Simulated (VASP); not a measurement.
# PtS2 (P-3m1) in VASP: a series of runs, part 2 of 2

VASP 6.6.1. The steps go on from the part before.

## 4. Single point, PBEsol (strain +0.025 along x and y, +0.050 along z)

Input file INCAR:

```
SYSTEM = PtS2
PREC = Accurate ; ENCUT = 520
EDIFF = 1E-7 ; ISMEAR = 0
SIGMA = 0.05 ; LREAL = .FALSE.
LASPH = .TRUE. ; NELM = 60
ALGO = Normal ; ISIF = 2
LWAVE = .FALSE. ; LCHARG = .FALSE.
GGA = PS ; NBANDS = 18
```

Input file KPOINTS:

```
Automatic mesh
0
G
  12 12 8
  0 0 0
```

Input file POSCAR:

```
PtS2
1.0
    3.6317794627      0.0000000000      0.0000000000
   -1.8158897313      3.1452132756      0.0000000000
    0.0000000000      0.0000000000      5.2907400000
Pt S
1 2
Direct
    0.0000000000      0.0000000000      0.0000000000
    0.3333333333      0.6666666667      0.2500000000
    0.6666666667      0.3333333333      0.7500000000
```

Potentials or basis: VASP PAW PBE potentials, release 64 (Pt, S).

The run is started by

```sh
$ cat potpaw_PBE.64/Pt/POTCAR potpaw_PBE.64/S/POTCAR > POTCAR
$ mpirun -np 1 vasp_std > vasp.out
```

OUTCAR:

```text
SYSTEM = PtS2
   PREC = Accurate
   ENCUT = 520
   EDIFF = 1E-7
   ISMEAR = 0
   LREAL = .FALSE.
   LASPH = .TRUE.
   NELM = 60
   ISIF = 2
   GGA = PS

 ion  position               nearest neighbor table
   1  0.000  0.000  0.000-   2 2.48   3 2.48   2 2.48   3 2.48   3 2.48   2 2.48
   2  0.333  0.667  0.250-   1 2.48   1 2.48   1 2.48
   3  0.667  0.333  0.750-   1 2.48   1 2.48   1 2.48

  LATTYP: Found a hexagonal cell.
 ALAT       =     3.6317794627
 C/A-ratio  =     1.4567899990

  Lattice vectors:

 A1 = (   3.6317794627,   0.0000000000,   0.0000000000)
 A2 = (  -1.8158897313,   3.1452132756,   0.0000000000)
 A3 = (   0.0000000000,   0.0000000000,   5.2907400000)

Analysis of symmetry for initial positions (statically):
=====================================================================
 Subroutine PRICEL returns:
 Original cell was already a primitive cell.

 Routine SETGRP: Setting up the symmetry group for a
 hexagonal supercell.

 Subroutine GETGRP returns: Found 12 space group operations
 (whereof 12 operations were pure point group operations)
 out of a pool of 24 trial point group operations.

The static configuration has the point symmetry D_3d.

Analysis of symmetry for dynamics (positions and initial velocities):
=====================================================================
 Subroutine PRICEL returns:
 Original cell was already a primitive cell.

 Routine SETGRP: Setting up the symmetry group for a
 hexagonal supercell.

 Subroutine GETGRP returns: Found 12 space group operations
 (whereof 12 operations were pure point group operations)
 out of a pool of 24 trial point group operations.

The dynamic configuration has the point symmetry D_3d.

 Subroutine INISYM returns: Found 12 space group operations
 (whereof 12 operations are pure point group operations),
 and found     1 'primitive' translations

----------------------------------------------------------------------------------------

[... 113 lines left out ...]
     AMIX     =   0.40;   BMIX     =  1.00
     AMIX_MAG =   1.60;   BMIX_MAG =  1.00
  volume/ion in A,a.u.               =      20.14       135.94
  Fermi-wavevector in a.u.,A,eV,Ry     =   1.168926  2.208950 18.590841  1.366388
  Thomas-Fermi vector in A             =   2.305406
   LORBIT       =      0    0 simple, 1 ext, 2 COOP (PROOUT), +10 PAW based schemes
   GGA     = PS    functional components
   LHFCALC =     F    Hartree Fock is set to
   AEXX    =    0.0000 exact exchange contribution
   IVDW    =     0    specifies the selected vdW correction
   LEPSILON=     F    determine dielectric tensor
   LRPA    =     F    only Hartree local field effects (RPA)
 non-spin polarized calculation
 Gauss-broadening in eV      SIGMA  =   0.05
  energy-cutoff  :      520.00
  volume of cell :       60.43
 maximum number of plane-waves:      1651
   NGX = 13   NGY = 13   NGZ = 19

 number of electron      22.0000005 magnetization

 Free energy of the ion-electron system (eV)
  ---------------------------------------------------
  ext. energy  EPLUGINS =         0.00000000
  ---------------------------------------------------
  free energy    TOTEN  =       -16.66259101 eV

  energy without entropy =      -16.66259101  energy(sigma->0) =      -16.66259101

 E-fermi :   5.5819     XC(G=0): -10.3989

 val. band max:        5.3654317239   @ k =   0.0000   0.0000   0.0000
 cond. band min:       5.8254845254   @ k =   0.0000   0.2500   0.3750
 fundamental gap:      0.4600528014
 Fermi energy:         5.5819210167

 k-point     1 :       0.0000    0.0000    0.0000
  band No.  band energies     occupation
      1      -9.0065      2.00000
      2      -6.7501      2.00000
      3      -0.9291      2.00000
      4      -0.2385      2.00000
      5      -0.2385      2.00000
      6       2.1126      2.00000
[... 481 lines left out ...]
      5       0.0451      2.00000
      6       1.4831      2.00000
[... 10 lines left out ...]
     17      14.5908      0.00000
     18      14.6238      0.00000

 [... further k-points ...]

------------------------ aborting loop because EDIFF is reached ----------------------------------------

  FORCE on cell =-STRESS in cart. coord.  units (eV):
  Direction    XX          YY          ZZ          XY          YZ          ZX
  --------------------------------------------------------------------------------------
  -------------------------------------------------------------------------------------
  Total       -4.8808739     -4.8808739     -4.8404360     -0.0000000      0.0000000     -0.0000000
  in kB     -129.3963959   -129.3963959   -128.3243499     -0.0000000      0.0000000     -0.0000000
  external PRESSURE =    -129.0390472 kB  Pullay stress =       0.0000000 kB

 VOLUME and BASIS-vectors are now :
 -----------------------------------------------------------------------------
  energy-cutoff  :      520.00
  volume of cell :       60.43
      direct lattice vectors                 reciprocal lattice vectors
     3.631779463  0.000000000  0.000000000     0.275347116  0.158971731  0.000000000
    -1.815889731  3.145213276  0.000000000     0.000000000  0.317943463  0.000000000
     0.000000000  0.000000000  5.290740000     0.000000000  0.000000000  0.189009477

 POSITION                                       TOTAL-FORCE (eV/Angst)
 -----------------------------------------------------------------------------------
      0.00000      0.00000      0.00000        -0.000000      0.000000      0.000000
     -0.00000      2.09681      1.32269        -0.000000      0.000000     -1.652741
      1.81589      1.04840      3.96806         0.000000     -0.000000      1.652741
 -----------------------------------------------------------------------------------
    total drift:                               -0.000000     -0.000000     -0.000000

  FREE ENERGIE OF THE ION-ELECTRON SYSTEM (eV)
  ---------------------------------------------------
  free  energy   TOTEN  =       -16.6625910111 eV

  energy  without entropy=      -16.6625910111  energy(sigma->0) =      -16.66259101
```

OSZICAR:

```text
N       E                     dE             d eps       ncg     rms          rms(c)
DAV:   1     0.106058625244E+03    0.10606E+03   -0.10232E+04  4764   0.108E+03
DAV:   2    -0.125238303467E+02   -0.11858E+03   -0.11472E+03  5790   0.212E+02
DAV:   3    -0.179155574189E+02   -0.53917E+01   -0.53527E+01  5950   0.459E+01
DAV:   4    -0.179744816335E+02   -0.58924E-01   -0.58891E-01  6206   0.534E+00
DAV:   5    -0.179754437760E+02   -0.96214E-03   -0.96207E-03  6042   0.663E-01    0.146E+01
DAV:   6    -0.170693467049E+02    0.90610E+00   -0.62354E+00  4876   0.241E+01    0.104E+01
DAV:   7    -0.166835753031E+02    0.38577E+00   -0.12800E+00  4814   0.116E+01    0.469E+00
DAV:   8    -0.166672330363E+02    0.16342E-01   -0.10745E-01  5172   0.194E+00    0.115E+00
DAV:   9    -0.166626635760E+02    0.45695E-02   -0.95390E-03  5588   0.996E-01    0.335E-01
DAV:  10    -0.166625731303E+02    0.90446E-04   -0.23719E-03  5264   0.280E-01    0.591E-02
DAV:  11    -0.166625885353E+02   -0.15405E-04   -0.77408E-05  6466   0.713E-02    0.426E-02
DAV:  12    -0.166625899127E+02   -0.13773E-05   -0.40296E-06  5418   0.163E-02    0.209E-02
DAV:  13    -0.166625909646E+02   -0.10519E-05   -0.24972E-06  5432   0.981E-03    0.384E-03
DAV:  14    -0.166625910111E+02   -0.46577E-07   -0.14857E-07  5146   0.289E-03
   1 F= -.16662591E+02 E0= -.16662591E+02  d E =-.183968E-12
```

Wall time 93 s (1 thread of AMD EPYC 9R45 (Zen 5), shared host); peak memory 0.24 GiB.

Results:

```yaml
Free_energy: -16.6626 eV
Pressure: -12.9 GPa
Largest_force: 1.653 eV/Å
Band_gap_on_the_k_mesh: 0.46 eV, indirect (least direct gap 0.71 eV)
```

Forces on the atoms (eV/Å):
```
Pt   0.000  0.000  0.000
S    0.000  0.000 -1.653
S    0.000  0.000  1.653
```

Levels at points of the mesh, in eV from the valence-band top:
| k point | band 9 | band 10 | band 11 | band 12 | band 13 | band 14 |
| --- | --- | --- | --- | --- | --- | --- |
| (0.00, 0.00, 0.00) | -0.89 | -0.89 | 0.00 | 1.66 | 1.66 | 4.48 |
| (0.50, 0.00, 0.00) | -2.68 | -2.60 | -2.22 | 1.18 | 2.12 | 5.02 |
| (0.00, 0.00, 0.50) | -1.33 | -1.15 | -1.15 | 2.16 | 2.16 | 5.51 |
| (0.50, 0.00, 0.50) | -2.31 | -2.25 | -1.38 | 1.32 | 1.80 | 4.53 |

Caveat: the cell differs from its parent crystal (strain +0.025 along x and y, +0.050 along z); the PAW data sets were made with another functional, which shifts forces and pressure a little; spin-orbit coupling is left out, which moves the levels of the heavy elements. A k mesh can miss the band edges.

## 5. The runs side by side

```tsv
cell	gap on the mesh (eV)	pressure (GPa)	largest force (eV/Å)
a = 3.632, b = 3.632, c = 5.165 Å, angles 90.0, 90.0, 120.0°, 3 atoms	0.42	-11.4	1.36
a = 3.720, b = 3.720, c = 5.039 Å, angles 90.0, 90.0, 120.0°, 3 atoms	0.21	-14.5	1.38
a = 3.632, b = 3.632, c = 5.291 Å, angles 90.0, 90.0, 120.0°, 3 atoms	0.46	-12.9	1.65
```

Alike in all rows: task single point; level PBEsol; potentials or basis VASP PAW PBE potentials, release 64 (Pt, S); no spin polarisation; k mesh 12 × 12 × 8; cutoff (eV) 520; smearing gaussian 0.05 eV.

Caveats: the PAW data sets were made with another functional, which shifts forces and pressure a little; spin-orbit coupling is left out, which moves the levels of the heavy elements.

Total energies depend on the potentials used, so only differences within one code and one set of settings carry meaning.
